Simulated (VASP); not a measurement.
# I (Cmce) in VASP: notebook

Runs on I. Level: PBE. Tasks: single point.

Program: VASP 6.6.1. These are calculated values, not measurements. Logs are shortened: lines on timing, memory, paths and dates and some standing lists are left out, and cuts for length are marked.

## (1) The cell of the first run

Symmetry: Cmce, No. 64, orthorhombic system. The conventional cell has a = 8.938 Å, b = 4.603 Å, c = 9.876 Å, α = 90.00°, β = 90.00°, γ = 90.00°. I (site symmetry m) has 3 I at 2.81 to 3.42 Å within 3.7 Å.

## (2) Single point, PBE

File INCAR:

```
SYSTEM = I
PREC = Accurate ; ENCUT = 520
EDIFF = 1E-6 ; ISMEAR = -1
SIGMA = 0.05 ; LREAL = .False.
LASPH = .True. ; NELM = 80
ALGO = Normal ; ISIF = 2
LWAVE = .False. ; LCHARG = .False.
GGA = PE ; NBANDS = 22
```

File KPOINTS:

```
regular mesh
0
Gamma
  7 7 3
  0 0 0
```

File POSCAR:

```
I
1.0
    4.4691335775     -2.3015586197      0.0000000000
    4.4691335775      2.3015586197      0.0000000000
    0.0000000000      0.0000000000      9.8759877929
I
4
Direct
    0.8427352896      0.1572647104      0.1220149726
    0.6572647104      0.3427352896      0.6220149726
    0.1572647104      0.8427352896      0.8779850274
    0.3427352896      0.6572647104      0.3779850274
```

Potentials or basis: VASP PAW PBE potentials, release 64 (I).

Launch:

```
> cat potpaw_PBE.64/I/POTCAR > POTCAR
> mpirun -np 1 vasp_std > vasp.out
```

OUTCAR:

```text
SYSTEM = I
   PREC = Accurate
   ENCUT = 520
   EDIFF = 1E-6
   ISMEAR = -1
   LREAL = .False.
   LASPH = .True.
   NELM = 80
   ISIF = 2
   GGA = PE

 ion  position               nearest neighbor table
   1  0.843  0.157  0.122-   3 2.81   4 3.42   4 3.42
   2  0.657  0.343  0.622-   4 2.81   3 3.42   3 3.42
   3  0.157  0.843  0.878-   1 2.81   2 3.42   2 3.42
   4  0.343  0.657  0.378-   2 2.81   1 3.42   1 3.42

  LATTYP: Found a base centered orthorhombic cell.
 ALAT       =     4.6031172394
 B/A-ratio  =     1.9417856835
 C/A-ratio  =     2.1454999469

  Lattice vectors:

 A1 = (  -4.4691335775,  -2.3015586197,   0.0000000000)
 A2 = (   4.4691335775,  -2.3015586197,   0.0000000000)
 A3 = (   0.0000000000,   0.0000000000,   9.8759877929)

Analysis of symmetry for initial positions (statically):
=====================================================================
 Subroutine PRICEL returns:
 Original cell was already a primitive cell.

 Routine SETGRP: Setting up the symmetry group for a
 base centered orthorhombic supercell.

 Subroutine GETGRP returns: Found  8 space group operations
 (whereof  4 operations were pure point group operations)
 out of a pool of  8 trial point group operations.

The static configuration has the point symmetry C_2h.
 The point group associated with its full space group is D_2h.

Analysis of symmetry for dynamics (positions and initial velocities):
=====================================================================
 Subroutine PRICEL returns:
 Original cell was already a primitive cell.

 Routine SETGRP: Setting up the symmetry group for a
 base centered orthorhombic supercell.

 Subroutine GETGRP returns: Found  8 space group operations
 (whereof  4 operations were pure point group operations)
 out of a pool of  8 trial point group operations.

The dynamic configuration has the point symmetry C_2h.
 The point group associated with its full space group is D_2h.

 Subroutine INISYM returns: Found  8 space group operations
 (whereof  4 operations are pure point group operations),
 and found     1 'primitive' translations

----------------------------------------------------------------------------------------

                                     Primitive cell

  volume of cell :     203.1683

  direct lattice vectors                    reciprocal lattice vectors
     4.469133578 -2.301558620  0.000000000     0.111878509 -0.217244087  0.000000000
     4.469133578  2.301558620  0.000000000     0.111878509  0.217244087  0.000000000
     0.000000000  0.000000000  9.875987793     0.000000000  0.000000000  0.101255694

  length of vectors
     5.026960017  5.026960017  9.875987793     0.244359968  0.244359968  0.101255694

  position of ions in fractional coordinates (direct lattice)
     0.842735290  0.157264710  0.122014973
     0.657264710  0.342735290  0.622014973
     0.157264710  0.842735290  0.877985027
     0.342735290  0.657264710  0.377985027

  ion indices of the primitive-cell ions
   primitive index   ion index
                 1           1
                 2           2
                 3           3
                 4           4

----------------------------------------------------------------------------------------

 KPOINTS: regular mesh

Automatic generation of k-mesh.
 Grid dimensions read from file:
 generate k-points for:    7    7    3

 Generating k-lattice:

  Cartesian coordinates                     Fractional coordinates (reciprocal lattice)
     0.015982644 -0.031034870  0.000000000     0.142857143  0.000000000  0.000000000
     0.015982644  0.031034870  0.000000000     0.000000000  0.142857143  0.000000000
     0.000000000  0.000000000  0.033751898     0.000000000  0.000000000  0.333333333

  Length of vectors
     0.034908567  0.034908567  0.033751898

  Shift w.r.t. Gamma in fractional coordinates (k-lattice)
     0.000000000  0.000000000  0.000000000

 Subroutine IBZKPT returns following result:
 ===========================================

 Found     32 irreducible k-points:

 Following reciprocal coordinates:
            Coordinates               Weight
  0.000000  0.000000  0.000000      1.000000
  0.142857  0.000000  0.000000      4.000000
  0.285714  0.000000  0.000000      4.000000
  0.428571  0.000000  0.000000      4.000000
  0.142857  0.142857  0.000000      2.000000
  0.285714  0.142857  0.000000      4.000000
[... 16 lines left out ...]
  0.428571  0.142857  0.333333      8.000000
 -0.428571  0.142857  0.333333      8.000000
 [... further k-points ...]
   k-points           NKPTS =     32   k-points in BZ     NKDIM =     32   number of bands    NBANDS=     22
   number of dos      NEDOS =    301   number of ions     NIONS =      4
   total plane-waves  NPLWV = 128000
   dimension x,y,z NGX =    40 NGY =   40 NGZ =   80
   dimension x,y,z NGXF=    80 NGYF=   80 NGZF=  160
   ions per type =               4
   NGX,Y,Z   is equivalent  to a cutoff of  13.23, 13.23, 13.47 a.u.
   NGXF,Y,Z  is equivalent  to a cutoff of  26.46, 26.46, 26.93 a.u.
 SYSTEM =  I
   PREC   = accura    normal or accurate (medium, high low for compatibility)
   ISTART =      0    job   : 0-new  1-cont  2-samecut
   ICHARG =      2    charge: 1-file 2-atom 10-const
   ISPIN  =      1    spin polarized calculation?
   LNONCOLLINEAR =      F non collinear calculations
   LSORBIT =      F    spin-orbit coupling
   LASPH  =      T    aspherical Exc in radial PAW
   ENCUT  =  520.0 eV  38.22 Ry    6.18 a.u.   9.35  9.35 18.36*2*pi/ulx,y,z
   NELM   =     80;   NELMIN=  2; NELMDL= -5     # of ELM steps
   EDIFF  = 0.1E-05   stopping-criterion for ELM
   LREAL  =      F    real-space projection
   EDIFFG = 0.1E-04   stopping-criterion for IOM
   NSW    =      0    number of steps for IOM
   IBRION =     -1    ionic relax: 0-MD 1-quasi-New 2-CG
   NFREE  =      0    steps in history (QN), initial steepest desc. (CG)
   ISIF   =      2    stress and relaxation
   ISYM   =      2    0-nonsym 1-usesym 2-fastsym
   POTIM  = 0.5000    time-step for ionic-motion
   TEBEG  =    0.0;   TEEND  =   0.0 temperature during run
   PSTRESS=    0.0 pullay stress
   NELECT =      28.0000    total number of electrons
   NUPDOWN=      -1.0000    fix difference up-down
   EMIN   =  10.00;   EMAX   =-10.00  energy-range for DOS
   EFERMI =   0.00;   METHOD = LEGACY
   ISMEAR =    -1;   SIGMA  =   0.05  broadening in eV -4-tet -1-fermi 0-gaus
   EFERMI_NEDOS =   21; number of points for ismear=-14 and -15
   IALGO  =     38    algorithm
   IMIX   =      4    mixing-type and parameters
     AMIX     =   0.40;   BMIX     =  1.00
     AMIX_MAG =   1.60;   BMIX_MAG =  1.00
  volume/ion in A,a.u.               =      50.79       342.76
  Fermi-wavevector in a.u.,A,eV,Ry     =   0.845621  1.597991  9.729174  0.715074
  Thomas-Fermi vector in A             =   1.960838
   LORBIT       =      0    0 simple, 1 ext, 2 COOP (PROOUT), +10 PAW based schemes
   GGA     = PE    functional components
   LHFCALC =     F    Hartree Fock is set to
   AEXX    =    0.0000 exact exchange contribution
   IVDW    =     0    specifies the selected vdW correction
   LEPSILON=     F    determine dielectric tensor
   LRPA    =     F    only Hartree local field effects (RPA)
 non-spin polarized calculation
  energy-cutoff  :      520.00
  volume of cell :      203.17
 maximum number of plane-waves:      5492
 NGX is ok and might be reduce to    40
   NGX = 19   NGY = 19   NGZ = 37

 number of electron      28.0000000 magnetization

 Free energy of the ion-electron system (eV)
  ---------------------------------------------------
  ext. energy  EPLUGINS =         0.00000000
  ---------------------------------------------------
  free energy    TOTEN  =        -6.09275663 eV

  energy without entropy =       -6.09275047  energy(sigma->0) =       -6.09275355

 E-fermi :   1.5966     XC(G=0):  -7.1628

 val. band max:        1.1233732976   @ k =   0.0000   0.0000   0.0000
 cond. band min:       2.1390420346   @ k =   0.1429   0.0000   0.0000
 fundamental gap:      1.0156687370
 Fermi energy:         1.5966109655

 k-point     1 :       0.0000    0.0000    0.0000
  band No.  band energies     occupation
      1     -12.0961      2.00000
      2     -11.4590      2.00000
      3     -10.5687      2.00000
      4      -9.4550      2.00000
      5      -3.1698      2.00000
      6      -1.8462      2.00000
[... 14 lines left out ...]
     21       8.5662      0.00000
     22       8.8299      0.00000

 k-point     2 :       0.1429    0.0000    0.0000
  band No.  band energies     occupation
      1     -12.0358      2.00000
      2     -11.4514      2.00000
      3     -10.5220      2.00000
      4      -9.5276      2.00000
      5      -3.1654      2.00000
      6      -2.0709      2.00000
[... 14 lines left out ...]
     21       8.3774      0.00000
     22       8.6893      0.00000

 k-point     3 :       0.2857    0.0000    0.0000
  band No.  band energies     occupation
      1     -11.8748      2.00000
      2     -11.4525      2.00000
      3     -10.3924      2.00000
      4      -9.7204      2.00000
      5      -3.2111      2.00000
      6      -2.6549      2.00000
[... 14 lines left out ...]
     21       8.5128      0.00000
     22       8.6113      0.00000
[... 476 lines left out ...]
 k-point    23 :       0.4286    0.1429    0.3333
  band No.  band energies     occupation
      1     -11.7742      2.00000
      2     -11.5779      2.00000
      3     -10.1803      2.00000
      4      -9.8642      2.00000
      5      -3.0637      2.00000
      6      -2.7382      2.00000
[... 14 lines left out ...]
     21       8.2876      0.00000
     22       8.6699      0.00000

 k-point    24 :      -0.4286    0.1429    0.3333
  band No.  band energies     occupation
      1     -11.6280      2.00000
      2     -11.5572      2.00000
      3     -10.1331      2.00000
      4     -10.0274      2.00000
      5      -3.0948      2.00000
      6      -2.9577      2.00000
[... 14 lines left out ...]
     21       9.1279      0.00000
     22       9.4882      0.00000

 [... further k-points ...]

------------------------ aborting loop because EDIFF is reached ----------------------------------------

  FORCE on cell =-STRESS in cart. coord.  units (eV):
  Direction    XX          YY          ZZ          XY          YZ          ZX
  --------------------------------------------------------------------------------------
  -------------------------------------------------------------------------------------
  Total        0.0334354     -0.0395507     -0.1847857      0.0000000      0.0000000      0.0000000
  in kB        0.2636699     -0.3118955     -1.4572129      0.0000000      0.0000000      0.0000000
  external PRESSURE =      -0.5018128 kB  Pullay stress =       0.0000000 kB

 VOLUME and BASIS-vectors are now :
 -----------------------------------------------------------------------------
  energy-cutoff  :      520.00
  volume of cell :      203.17
      direct lattice vectors                 reciprocal lattice vectors
     4.469133578 -2.301558620  0.000000000     0.111878509 -0.217244087  0.000000000
     4.469133578  2.301558620  0.000000000     0.111878509  0.217244087  0.000000000
     0.000000000  0.000000000  9.875987793     0.000000000  0.000000000  0.101255694

 POSITION                                       TOTAL-FORCE (eV/Angst)
 -----------------------------------------------------------------------------------
      4.46913     -1.57765      1.20502         0.000000     -0.001768     -0.015067
      4.46913     -0.72391      6.14301         0.000000      0.001768     -0.015067
      4.46913      1.57765      8.67097         0.000000      0.001768      0.015067
      4.46913      0.72391      3.73298         0.000000     -0.001768      0.015067
 -----------------------------------------------------------------------------------
    total drift:                                0.000000     -0.000000      0.000000

  FREE ENERGIE OF THE ION-ELECTRON SYSTEM (eV)
  ---------------------------------------------------
  free  energy   TOTEN  =        -6.0927566264 eV

  energy  without entropy=       -6.0927504697  energy(sigma->0) =       -6.09275355
```

It took 81 s on 1 thread of Intel Xeon 6975P-C (Granite Rapids), shared host; peak memory 0.37 GiB.

Results:

```
Free energy            : -6.0928 eV
Pressure               : -0.1 GPa
Largest force          : 0.015 eV/Å
Band gap on the k mesh : 1.02 eV (least direct gap 1.05 eV)
```

Forces in eV/Å, atoms in the order of the input:
```
I    0.000 -0.002 -0.015
I    0.000  0.002 -0.015
I    0.000  0.002  0.015
I    0.000 -0.002  0.015
```

Stress tensor (GPa, compression positive):
```
 0.03  0.00  0.00
 0.00 -0.03  0.00
 0.00  0.00 -0.15
```

Caveat: spin-orbit coupling is left out, which moves the levels of the heavy elements; an odd mesh through Γ misses points on the zone boundary, where band edges can lie.

(Part 1 of 2 ends here.)
